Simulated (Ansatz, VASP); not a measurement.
# Two plane-wave programs on BeTe

```
Be Te
1.0
     0.00000    2.82844    2.82844
     2.82844    0.00000    2.82844
     2.82844    2.82844    0.00000
Be Te
1 1
Direct
  0.00000 0.00000 0.00000
  0.25000 0.25000 0.25000
```

Alike in both runs: functional r2SCAN; k mesh 8 × 8 × 8; occupations fermi-dirac, width 0.02 eV; no spin polarisation.

Ansatz relaxed the structure, and its values are those at the end. VASP's run is a single point on that final structure, the one shown.

|  | VASP | Ansatz |
| --- | --- | --- |
| version | VASP 6.6.1 | Ansatz 0.2.0 |
| potentials or method | VASP PAW PBE potentials, release 64 (Be, Te), cutoff 520 eV | PAW plane waves |
| valence electrons in the cell | 8 | 18 |

|  | VASP | Ansatz | Ansatz less VASP |
| --- | --- | --- | --- |
| gap on the k mesh at the Fermi level (eV) | 2.37 | 2.38 | +0.009 |
| pressure (GPa) | 0.2 | 0.0 | -0.17 |

VASP's potentials were made for PBE, not for r2SCAN. VASP's potentials hold 8 valence electrons a cell and Ansatz's 18, so a difference there can come from the potentials and not from the codes. Ansatz's warnings: stress scf threshold loose.

Spin-orbit coupling is off throughout.
